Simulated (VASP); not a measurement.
# ErH4 (I4/mmm) in VASP: single point with PBE

Aim: the single point of ErH4 with PBE.

Everything below comes from runs of VASP 6.6.1. Logs are shortened: lines on timing, memory, paths and dates and some standing lists are left out, and cuts for length are marked.

### Step 1. The cell of the first run

It takes space group I4/mmm (No. 139, tetragonal). Conventional cell: a = 4.410 Å, b = 4.410 Å, c = 3.645 Å, α = 90.00°, β = 90.00°, γ = 90.00°. Within 2.9 Å of Er (site symmetry 4/mmm) lie 16 H at 2.22 to 2.40 Å. H (site symmetry m2m) has 7 H at 1.79 to 2.25 Å and 4 Er at 2.22 to 2.40 Å within 2.4 Å.

### Step 2. Single point, PBE

Contents of POSCAR:

```
ErH4
1.0
   -2.2051688899      2.2051688899      1.8227272667
    2.2051688899     -2.2051688899      1.8227272667
    2.2051688899      2.2051688899     -1.8227272667
Er H
1 4
Direct
    0.0000000000      0.0000000000      0.0000000000
    0.5000000000      0.2122697259      0.7122697259
    0.5000000000      0.7877302741      0.2877302741
    0.2122697259      0.5000000000      0.7122697259
    0.7877302741      0.5000000000      0.2877302741
```

Contents of INCAR.step1:

```
PREC = Accurate ; ENCUT = 400
EDIFF = 1E-6 ; ISMEAR = 0
SIGMA = 0.1 ; LREAL = F
LASPH = T ; NELM = 200
ALGO = Normal ; ISIF = 2
LWAVE = F ; LCHARG = T
LMAXMIX = 6 ; GGA = PE
NBANDS = 14 ; GGA_COMPAT = F
NEDOS = 2001 ; LORBIT = 11
```

Contents of KPOINTS.step1:

```
Automatic mesh
0
Gamma
  14 14 14
```

Contents of INCAR.step2:

```
PREC = Accurate ; ENCUT = 400
EDIFF = 1E-6 ; ISMEAR = -5
SIGMA = 0.1 ; LREAL = F
LASPH = T ; NELM = 200
ALGO = Normal ; ISIF = 2
LWAVE = F ; LCHARG = F
LMAXMIX = 6 ; GGA = PE
LORBIT = 10 ; NBANDS = 14
NEDOS = 1001 ; ICHARG = 11
GGA_COMPAT = F
```

Contents of KPOINTS.step2:

```
Automatic mesh
0
Gamma
  21 21 21
```

Potentials or basis: VASP PAW PBE potentials, release 64 (Er_3, H), 4f in core.

Launch:

```bash
cat potpaw_PBE.64/Er_3/POTCAR potpaw_PBE.64/H/POTCAR > POTCAR
cp INCAR.step1 INCAR
cp KPOINTS.step1 KPOINTS
mpirun -np 1 vasp_std > vasp.out
cp INCAR.step2 INCAR
cp KPOINTS.step2 KPOINTS
mpirun -np 1 vasp_std > vasp.out
```

OUTCAR:

```text
PREC = Accurate
   ENCUT = 400
   EDIFF = 1E-6
   ISMEAR = -5
   LREAL = F
   LASPH = T
   NELM = 200
   ISIF = 2
   GGA = PE
   LORBIT = 10
   ICHARG = 11

 ion  position               nearest neighbor table
   1  0.000  0.000  0.000-   5 2.22   3 2.22   2 2.22   4 2.22   5 2.22   3 2.22   2 2.22   4 2.22

   2  0.500  0.212  0.712-   1 2.22   1 2.22
   3  0.500  0.788  0.288-   1 2.22   1 2.22
   4  0.212  0.500  0.712-   1 2.22   1 2.22
   5  0.788  0.500  0.288-   1 2.22   1 2.22

  LATTYP: Found a body centered tetragonal cell.
 ALAT       =     4.4103377798
 C/A-ratio  =     0.8265703707

  Lattice vectors:

 A1 = (  -2.2051688899,   2.2051688899,   1.8227272667)
 A2 = (   2.2051688899,  -2.2051688899,   1.8227272667)
 A3 = (   2.2051688899,   2.2051688899,  -1.8227272667)

Analysis of symmetry for initial positions (statically):
=====================================================================
 Subroutine PRICEL returns:
 Original cell was already a primitive cell.

 Routine SETGRP: Setting up the symmetry group for a
 body centered tetragonal supercell.

 Subroutine GETGRP returns: Found 16 space group operations
 (whereof 16 operations were pure point group operations)
 out of a pool of 16 trial point group operations.

The static configuration has the point symmetry D_4h.

Analysis of symmetry for dynamics (positions and initial velocities):
=====================================================================
 Subroutine PRICEL returns:
 Original cell was already a primitive cell.

 Routine SETGRP: Setting up the symmetry group for a
 body centered tetragonal supercell.

 Subroutine GETGRP returns: Found 16 space group operations
 (whereof 16 operations were pure point group operations)
 out of a pool of 16 trial point group operations.

The dynamic configuration has the point symmetry D_4h.

 Subroutine INISYM returns: Found 16 space group operations
 (whereof 16 operations are pure point group operations),
 and found     1 'primitive' translations

----------------------------------------------------------------------------------------

                                     Primitive cell

  volume of cell :      35.4540

  direct lattice vectors                    reciprocal lattice vectors
    -2.205168890  2.205168890  1.822727267     0.000000000  0.226740003  0.274314215
     2.205168890 -2.205168890  1.822727267     0.226740003  0.000000000  0.274314215
     2.205168890  2.205168890 -1.822727267     0.226740003  0.226740003  0.000000000

  length of vectors
     3.612184153  3.612184153  3.612184153     0.355892284  0.355892284  0.320658787

  position of ions in fractional coordinates (direct lattice)
     0.000000000  0.000000000  0.000000000
[... 115 lines left out ...]
   LEPSILON=     F    determine dielectric tensor
   LRPA    =     F    only Hartree local field effects (RPA)
 non-spin polarized calculation
 Fermi weights with tetrahedron method with Bloechl corrections
  energy-cutoff  :      400.00
  volume of cell :       35.45
 maximum number of plane-waves:       656

 number of electron      13.0000001 magnetization

 Free energy of the ion-electron system (eV)
  ---------------------------------------------------
  ext. energy  EPLUGINS =         0.00000000
  ---------------------------------------------------
  free energy    TOTEN  =       -18.81301393 eV

  energy without entropy =      -18.81301393  energy(sigma->0) =      -18.81301393

 E-fermi :   3.8679     XC(G=0): -10.9107

 val. band max:        3.8699608736   @ k =  -0.4762   0.0476   0.0000
 cond. band min:       3.8140595016   @ k =   0.0000   0.0000   0.0000
 fundamental gap:     -0.0559013720
 Fermi energy:         3.8678780661

 k-point     1 :       0.0000    0.0000    0.0000
  band No.  band energies     occupation
      1     -20.7603      2.00000
      2     -20.7603      2.00000
      3     -20.7210      2.00000
      4      -7.0961      2.00000
      5       3.0693      2.00000
      6       3.0693      2.00000
      7       3.8141      0.10805
      8       5.0072      0.00000
      9       5.0504      0.00000
     10       5.7057      0.00000
     11       5.7057      0.00000
     12       9.7020      0.00000
     13      13.3807      0.00000
     14      17.2132      0.00000
[... 377 lines left out ...]
      1     -21.1725      2.00000
      2     -20.8713      2.00000
      3     -20.7953      2.00000
      4      -4.3883      2.00000
      5      -1.2595      2.00000
      6      -0.1251      2.00000
      7       4.0326      0.01794
      8       6.6615      0.00000
      9       7.2907      0.00000
     10       7.9389      0.00000
     11      10.8703      0.00000
     12      11.5819      0.00000
     13      11.9508      0.00000
     14      13.9937      0.00000

 [... further k-points ...]

------------------------ aborting loop because EDIFF is reached ----------------------------------------

  FORCE on cell =-STRESS in cart. coord.  units (eV):
  Direction    XX          YY          ZZ          XY          YZ          ZX
  --------------------------------------------------------------------------------------
  -------------------------------------------------------------------------------------
  Total       -0.0975660     -0.0975660     -0.0354504      0.0000000      0.0000000      0.0000000
  in kB       -4.4090386     -4.4090386     -1.6020126      0.0000000      0.0000000      0.0000000
  external PRESSURE =      -3.4733633 kB  Pullay stress =       0.0000000 kB

 VOLUME and BASIS-vectors are now :
 -----------------------------------------------------------------------------
  energy-cutoff  :      400.00
  volume of cell :       35.45
      direct lattice vectors                 reciprocal lattice vectors
    -2.205168890  2.205168890  1.822727267     0.000000000  0.226740003  0.274314215
     2.205168890 -2.205168890  1.822727267     0.226740003  0.000000000  0.274314215
     2.205168890  2.205168890 -1.822727267     0.226740003  0.226740003  0.000000000

 POSITION                                       TOTAL-FORCE (eV/Angst)
 -----------------------------------------------------------------------------------
      0.00000      0.00000      0.00000         0.000000     -0.000000     -0.000000
      0.93618      2.20517      0.00000        -0.002384     -0.000000      0.000000
      1.26899      0.00000      1.82273         0.002384     -0.000000     -0.000000
      2.20517      0.93618      0.00000         0.000000     -0.002384      0.000000
      0.00000      1.26899      1.82273         0.000000      0.002384     -0.000000
 -----------------------------------------------------------------------------------
    total drift:                               -0.000000     -0.000000      0.000000

  FREE ENERGIE OF THE ION-ELECTRON SYSTEM (eV)
  ---------------------------------------------------
  free  energy   TOTEN  =       -18.8130139307 eV

  energy  without entropy=      -18.8130139307  energy(sigma->0) =      -18.81301393

 total charge

# of ion       s       p       d       tot
------------------------------------------
    1        0.318   6.838   1.364   8.520
    2        0.512   0.010   0.000   0.522
    3        0.512   0.010   0.000   0.522
    4        0.512   0.010   0.000   0.522
    5        0.512   0.010   0.000   0.522
--------------------------------------------------
tot          2.366   6.877   1.364  10.607
```

OUTCAR.step1:

```text
PREC = Accurate
   ENCUT = 400
   EDIFF = 1E-6
   ISMEAR = 0
   LREAL = F
   LASPH = T
   NELM = 200
   ISIF = 2
[... 646 lines left out ...]

  FREE ENERGIE OF THE ION-ELECTRON SYSTEM (eV)
  ---------------------------------------------------
  free  energy   TOTEN  =       -18.8141224530 eV

  energy  without entropy=      -18.8111610992  energy(sigma->0) =      -18.81264178

 total charge

# of ion       s       p       d       tot
------------------------------------------
    1        0.318   6.837   1.364   8.519
    2        0.512   0.010   0.000   0.522
    3        0.512   0.010   0.000   0.522
    4        0.512   0.010   0.000   0.522
    5        0.512   0.010   0.000   0.522
--------------------------------------------------
tot          2.366   6.877   1.364  10.607
```

OSZICAR.step1:

```text
N       E                     dE             d eps       ncg     rms          rms(c)
DAV:   1     0.164713426690E+02    0.16471E+02   -0.50208E+03 10598   0.746E+02
DAV:   2    -0.186149749011E+02   -0.35086E+02   -0.33312E+02 11402   0.278E+02
DAV:   3    -0.193680757761E+02   -0.75310E+00   -0.75107E+00  9474   0.298E+01
DAV:   4    -0.193694407691E+02   -0.13650E-02   -0.13646E-02  9680   0.909E-01
DAV:   5    -0.193694647573E+02   -0.23988E-04   -0.23988E-04  9408   0.130E-01    0.257E+01
DAV:   6    -0.189051509105E+02    0.46431E+00   -0.24496E-01 11464   0.857E+00    0.161E+01
DAV:   7    -0.188330978191E+02    0.72053E-01   -0.37700E-01 11444   0.100E+01    0.214E+00
DAV:   8    -0.188171088937E+02    0.15989E-01   -0.84088E-02 11480   0.438E+00    0.672E-01
DAV:   9    -0.188140931384E+02    0.30158E-02   -0.65165E-03 11358   0.113E+00    0.164E-01
DAV:  10    -0.188141515992E+02   -0.58461E-04   -0.10982E-03 11242   0.329E-01    0.224E-01
DAV:  11    -0.188141220285E+02    0.29571E-04   -0.12088E-04 11274   0.151E-01    0.291E-02
DAV:  12    -0.188141224530E+02   -0.42446E-06   -0.65897E-06  9936   0.217E-02
   1 F= -.18814122E+02 E0= -.18812642E+02  d E =-.296135E-02
```

It took 70 s on 1 thread of Intel Xeon 6975P-C (Granite Rapids), shared host; peak memory 0.38 GiB.

Results:

| Item | Value |
| --- | --- |
| Valence electrons inside the program's atomic spheres | Er 8.52; H 0.52 |

Levels at points of the mesh, in eV from the Fermi level:
```csv
k point,band 5,band 6,band 7,band 8,band 9,band 10
"(0.00, 0.00, 0.00)",-0.80,-0.80,-0.05,1.14,1.18,1.84
```

Caveat: spin-orbit coupling is left out, which moves the levels of the heavy elements; the 4f electrons are frozen in the core, so they carry no moment and show no levels; tetrahedron occupations give inexact forces and stress in metals. Spin polarisation is off, so any magnetic state and its effect on volume and gap are missing.
